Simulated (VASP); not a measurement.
# Zn2InGaO5 (P6_3/mmc) in VASP: electric field gradients with r2SCAN

Aim: the electric field gradients of Zn2InGaO5 with r2SCAN.

Everything below comes from runs of VASP 6.6.1. Logs are shortened: lines on timing, memory, paths and dates and some standing lists are left out, and cuts for length are marked.

## 1. The cell of the first run

The structure is hexagonal, space group P6_3/mmc (No. 194). The conventional cell has a = 3.346 Å, b = 3.346 Å, c = 22.745 Å, α = 90.00°, β = 90.00°, γ = 120.00°. Within 2.6 Å of Zn (site symmetry 3m) lie 4 O at 1.99 to 2.03 Å. Within 2.9 Å of In (site symmetry -3m) lie 6 O at 2.22 Å. Ga (site symmetry -6m2) has 5 O at 1.93 to 2.00 Å within 2.6 Å. Within 2.6 Å of O (site symmetry 3m) lie 1 Zn at 1.99 Å and 3 In at 2.22 Å. Within 2.6 Å of O (site symmetry 3m) lie 1 Ga at 2.00 Å and 3 Zn at 2.03 Å. Within 2.6 Å of O (site symmetry -6m2) lie 3 Ga at 1.93 Å.

## 2. Electric field gradients, r2SCAN

POSCAR reads:

```
Zn2InGaO5
1.0
    3.3461120018      0.0000000000      0.0000000000
   -1.6730560009      2.8978179974      0.0000000000
    0.0000000000      0.0000000000     22.7454690000
Zn In Ga O
4 2 2 10
Direct
    0.3333333333      0.6666666667      0.6354330000
    0.3333333333      0.6666666667      0.8645670000
    0.6666666667      0.3333333333      0.1354330000
    0.6666666667      0.3333333333      0.3645670000
    0.0000000000      0.0000000000      0.5000000000
    0.0000000000      0.0000000000      0.0000000000
    0.0000000000      0.0000000000      0.7500000000
    0.0000000000      0.0000000000      0.2500000000
    0.3333333333      0.6666666667      0.5481360000
    0.0000000000      0.0000000000      0.6622030000
    0.3333333333      0.6666666667      0.7500000000
    0.0000000000      0.0000000000      0.8377970000
    0.3333333333      0.6666666667      0.9518640000
    0.6666666667      0.3333333333      0.0481360000
    0.0000000000      0.0000000000      0.1622030000
    0.6666666667      0.3333333333      0.2500000000
    0.0000000000      0.0000000000      0.3377970000
    0.6666666667      0.3333333333      0.4518640000
```

INCAR.step1 reads:

```
PREC     = Accurate       # precision mode
ENCUT    = 520            # plane-wave cutoff, eV
ISMEAR   = -1             # smearing method
SIGMA    = 0.02           # smearing width, eV
LREAL    = Auto         
LASPH    = T              # aspherical terms in the spheres
NELM     = 80             # most SCF steps
NBANDS   = 95             # bands
GGA      = PE             # functional
ALGO     = Normal         # electronic algorithm
EDIFF    = 1E-4           # SCF threshold, eV
LWAVE    = T              # write WAVECAR
LCHARG   = F              # write CHGCAR
```

INCAR.step2 reads:

```
PREC     = Accurate       # precision mode
ENCUT    = 520            # plane-wave cutoff, eV
EDIFF    = 1E-8           # SCF threshold, eV
ISMEAR   = -1             # smearing method
SIGMA    = 0.02           # smearing width, eV
LREAL    = Auto         
LASPH    = T              # aspherical terms in the spheres
NELM     = 80             # most SCF steps
ALGO     = Normal         # electronic algorithm
ISIF     = 2              # what is computed and relaxed
LWAVE    = F              # write WAVECAR
LCHARG   = F              # write CHGCAR
METAGGA  = R2SCAN         # meta-GGA
LMIXTAU  = T            
LEFG     = T            
NBANDS   = 95             # bands
ISTART   = 1
```

KPOINTS reads:

```
regular mesh
0
Gamma
  7 7 1
```

Potentials or basis: VASP PAW PBE potentials, release 64 (Zn, In_d, Ga_d, O).

The run is started by

```sh
$ cat potpaw_PBE.64/Zn/POTCAR potpaw_PBE.64/In_d/POTCAR potpaw_PBE.64/Ga_d/POTCAR potpaw_PBE.64/O/POTCAR > POTCAR
$ cp INCAR.step1 INCAR
$ mpirun -np 1 vasp_std > vasp.out
$ cp INCAR.step2 INCAR
$ mpirun -np 1 vasp_std > vasp.out
```

OUTCAR:

```text
PREC = Accurate
   ENCUT = 520
   EDIFF = 1E-8
   ISMEAR = -1
   LREAL = Auto
   LASPH = T
   NELM = 80
   ISIF = 2
   METAGGA = R2SCAN
   ISTART = 1

 ion  position               nearest neighbor table
   1  0.333  0.667  0.635-   9 1.99  10 2.03  10 2.03  10 2.03
   2  0.333  0.667  0.865-  13 1.99  12 2.03  12 2.03  12 2.03
   3  0.667  0.333  0.135-  14 1.99  15 2.03  15 2.03  15 2.03
   4  0.667  0.333  0.365-  18 1.99  17 2.03  17 2.03  17 2.03
   5  0.000  0.000  0.500-   9 2.22  18 2.22   9 2.22  18 2.22  18 2.22   9 2.22
   6  0.000  0.000  0.000-  13 2.22  14 2.22  13 2.22  14 2.22  14 2.22  13 2.22
   7  0.000  0.000  0.750-  11 1.93  11 1.93  11 1.93  12 2.00  10 2.00
   8  0.000  0.000  0.250-  16 1.93  16 1.93  16 1.93  17 2.00  15 2.00
   9  0.333  0.667  0.548-   1 1.99   5 2.22   5 2.22   5 2.22
  10  0.000  0.000  0.662-   7 2.00   1 2.03   1 2.03   1 2.03
  11  0.333  0.667  0.750-   7 1.93   7 1.93   7 1.93
  12  0.000  0.000  0.838-   7 2.00   2 2.03   2 2.03   2 2.03
  13  0.333  0.667  0.952-   2 1.99   6 2.22   6 2.22   6 2.22
  14  0.667  0.333  0.048-   3 1.99   6 2.22   6 2.22   6 2.22
  15  0.000  0.000  0.162-   8 2.00   3 2.03   3 2.03   3 2.03
  16  0.667  0.333  0.250-   8 1.93   8 1.93   8 1.93
  17  0.000  0.000  0.338-   8 2.00   4 2.03   4 2.03   4 2.03
  18  0.667  0.333  0.452-   4 1.99   5 2.22   5 2.22   5 2.22

  LATTYP: Found a hexagonal cell.
 ALAT       =     3.3461120018
 C/A-ratio  =     6.7975814879

  Lattice vectors:

 A1 = (   3.3461120018,   0.0000000000,   0.0000000000)
 A2 = (  -1.6730560009,   2.8978179974,   0.0000000000)
 A3 = (   0.0000000000,   0.0000000000,  22.7454690000)

Analysis of symmetry for initial positions (statically):
=====================================================================
 Subroutine PRICEL returns:
 Original cell was already a primitive cell.

 Routine SETGRP: Setting up the symmetry group for a
 hexagonal supercell.

 Subroutine GETGRP returns: Found 24 space group operations
 (whereof 12 operations were pure point group operations)
 out of a pool of 24 trial point group operations.

The static configuration has the point symmetry D_3d.
 The point group associated with its full space group is D_6h.

Analysis of symmetry for dynamics (positions and initial velocities):
=====================================================================
[... 946 lines left out ...]
  --------------------------------------------------------------------------------------
  -------------------------------------------------------------------------------------
  Total       -8.0357295     -8.0357295     -8.6715187      0.0000000     -0.0000000      0.0000000
  in kB      -58.3753394    -58.3753394    -62.9940124      0.0000000     -0.0000000      0.0000000
  external PRESSURE =     -59.9148970 kB  Pullay stress =       0.0000000 kB

 VOLUME and BASIS-vectors are now :
 -----------------------------------------------------------------------------
  energy-cutoff  :      520.00
  volume of cell :      220.55
      direct lattice vectors                 reciprocal lattice vectors
     3.346112002  0.000000000  0.000000000     0.298854312  0.172543617  0.000000000
    -1.673056001  2.897817997  0.000000000     0.000000000  0.345087235  0.000000000
     0.000000000  0.000000000 22.745469000     0.000000000  0.000000000  0.043964800

 POSITION                                       TOTAL-FORCE (eV/Angst)
 -----------------------------------------------------------------------------------
     -0.00000      1.93188     14.45322        -0.000000      0.000000      0.012033
     -0.00000      1.93188     19.66498        -0.000000     -0.000000     -0.012033
      1.67306      0.96594      3.08049         0.000000      0.000000      0.012033
      1.67306      0.96594      8.29225         0.000000     -0.000000     -0.012033
      0.00000      0.00000     11.37273        -0.000000     -0.000000     -0.000000
      0.00000      0.00000      0.00000        -0.000000     -0.000000     -0.000000
[... 10 lines left out ...]
      0.00000      0.00000      7.68335        -0.000000     -0.000000     -0.109424
      1.67306      0.96594     10.27786         0.000000      0.000000      0.102777
 -----------------------------------------------------------------------------------
    total drift:                                0.000000      0.000000      0.000000

  FREE ENERGIE OF THE ION-ELECTRON SYSTEM (eV)
  ---------------------------------------------------
  free  energy   TOTEN  =      -196.1664370268 eV

  energy  without entropy=     -196.1664370268  energy(sigma->0) =     -196.16643703

 Electric field gradients (V/A^2)
---------------------------------------------------------------------
 ion       V_xx      V_yy      V_zz      V_xy      V_xz      V_yz
---------------------------------------------------------------------
   1       3.225     3.229    -6.454     0.004     0.000    -0.000
   2       3.225     3.229    -6.454     0.004    -0.000     0.000
   3       3.225     3.229    -6.454     0.004    -0.000     0.000
   4       3.225     3.229    -6.454     0.004     0.000    -0.000
   5     -33.077   -33.078    66.155    -0.001    -0.000     0.000
   6     -33.077   -33.078    66.155    -0.001     0.000    -0.000
[... 10 lines left out ...]
  17      -6.976    -6.977    13.953    -0.001    -0.000     0.000
  18      -4.234    -4.232     8.467     0.002     0.000    -0.000
---------------------------------------------------------------------

 Electric field gradients after diagonalization (V/A^2)
 (convention: |V_zz| > |V_xx| > |V_yy|)
----------------------------------------------------------------------
 ion       V_xx      V_yy      V_zz     asymmetry (V_yy - V_xx)/ V_zz
----------------------------------------------------------------------
   1       3.232     3.223    -6.454       0.001
   2       3.232     3.223    -6.454       0.001
   3       3.232     3.223    -6.454       0.001
   4       3.232     3.223    -6.454       0.001
   5     -33.078   -33.077    66.155       0.000
   6     -33.078   -33.077    66.155       0.000
[... 10 lines left out ...]
  17      -6.977    -6.976    13.953       0.000
  18      -4.235    -4.231     8.467       0.000
----------------------------------------------------------------------

           NMR quadrupolar parameters

 Cq : quadrupolar parameter    Cq=e*Q*V_zz/h
 eta: asymmetry parameters     (V_yy - V_xx)/ V_zz
 Q  : nuclear electric quadrupole moment in mb (millibarn)
----------------------------------------------------------------------
 ion       Cq(MHz)       eta       Q (mb)
----------------------------------------------------------------------
   1      -0.016       0.001       1.000
   2      -0.016       0.001       1.000
   3      -0.016       0.001       1.000
   4      -0.016       0.001       1.000
   5       0.160       0.000       1.000
   6       0.160       0.000       1.000
[... 10 lines left out ...]
  17       0.034       0.000       1.000
  18       0.020       0.000       1.000
----------------------------------------------------------------------
```

Wall time 55 min (1 thread of Oxide Virtual Turin-like, shared host); peak memory 0.45 GiB.

What came out:

```yaml
Free_energy: -196.1664 eV
Pressure: -6.0 GPa
Largest_force: 0.109 eV/Å
Band_gap_on_the_k_mesh: 1.62 eV, direct
```

Forces in eV/Å, atoms in the order of the input:
```
Zn   0.000  0.000  0.012
Zn   0.000  0.000 -0.012
Zn   0.000  0.000  0.012
Zn   0.000  0.000 -0.012
In   0.000  0.000  0.000
In   0.000  0.000  0.000
Ga   0.000  0.000  0.000
Ga   0.000  0.000  0.000
O    0.000  0.000 -0.103
O    0.000  0.000  0.109
O    0.000  0.000  0.000
O    0.000  0.000 -0.109
O    0.000  0.000  0.103
O    0.000  0.000 -0.103
O    0.000  0.000  0.109
O    0.000  0.000  0.000
O    0.000  0.000 -0.109
O    0.000  0.000  0.103
```

Electric field gradients, principal values (V/Å²):
```csv
atom,least,middle,greatest (by size)
1 Zn,3.223,3.232,-6.454
2 Zn,3.223,3.232,-6.454
3 Zn,3.223,3.232,-6.454
4 Zn,3.223,3.232,-6.454
5 In,-33.077,-33.078,66.155
6 In,-33.077,-33.078,66.155
7 Ga,19.147,19.153,-38.300
8 Ga,19.147,19.153,-38.300
9 O,-4.231,-4.235,8.467
10 O,-6.976,-6.977,13.953
11 O,53.300,53.303,-106.603
12 O,-6.976,-6.977,13.953
13 O,-4.231,-4.235,8.467
14 O,-4.231,-4.235,8.467
15 O,-6.976,-6.977,13.953
16 O,53.300,53.303,-106.603
17 O,-6.976,-6.977,13.953
18 O,-4.231,-4.235,8.467
```

Caveat: without QUAD_EFG the Cq values of the log hold for a quadrupole moment of 1 mb, not for the nuclei; the PAW data sets were made with another functional, which shifts forces and pressure a little; spin-orbit coupling is left out, which moves the levels of the heavy elements.
